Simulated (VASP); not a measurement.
Runs of VASP 6.6.1 on TiO2. The structure is that of space group I4_1/amd (No. 141), or close to it. The cells are those of the table. 

```csv
cell,gap on the mesh (eV),pressure (GPa),largest force (eV/Å)
"a = 5.774 Å, angles 142.7, 142.7, 53.7°, 6 atoms",2.80,(b),0.71
"a = 5.292 Å, angles 139.9, 139.9, 58.0°, 6 atoms",3.10,(a),1.34
"a = 5.178 Å, angles 139.0, 139.0, 59.4°, 6 atoms",3.10,63.5,2.44
"a = 5.679 Å, angles 141.4, 141.4, 55.7°, 6 atoms",2.73,6.0,0.31
"a = 5.450 Å, angles 139.7, 139.7, 58.3°, 6 atoms",2.87,19.1,0.70
"a = 5.293 Å, angles 136.2, 136.2, 63.6°, 6 atoms",2.77,(c),2.44
"a = 5.270 Å, angles 136.8, 136.8, 62.8°, 6 atoms",2.84,(d),2.51
"a = 5.359 Å, angles 138.3, 138.3, 60.5°, 6 atoms",2.85,19.1,1.51
```

Alike in all rows: task single point; level PBE+U; potentials or basis VASP PAW PBE potentials, release 64 (Ti_sv, O); no spin polarisation; Ti d U = 4.0 eV; k mesh 8 × 8 × 8; cutoff (eV) 520; smearing gaussian 0.05 eV.

Q: Estimate the missing entries.

A: (a) 50.9; (b) 9.4; (c) 14.3; (d) 21.2.

Caveats: forces of over 1 eV/Å act on the atoms, so gaps and moduli don't describe the material at rest (at least some runs); the cell stands under pressure (at least some runs); the stress differs along the axes, from -4 to 16 GPa (at least some runs); the stress differs along the axes, from 56 to 78 GPa (at least some runs); the stress differs along the axes, from -1 to 10 GPa (at least some runs); the stress differs along the axes, from 1 to 41 GPa (at least some runs); the stress differs along the axes, from 8 to 47 GPa (at least some runs).

A k mesh can miss the band edges.
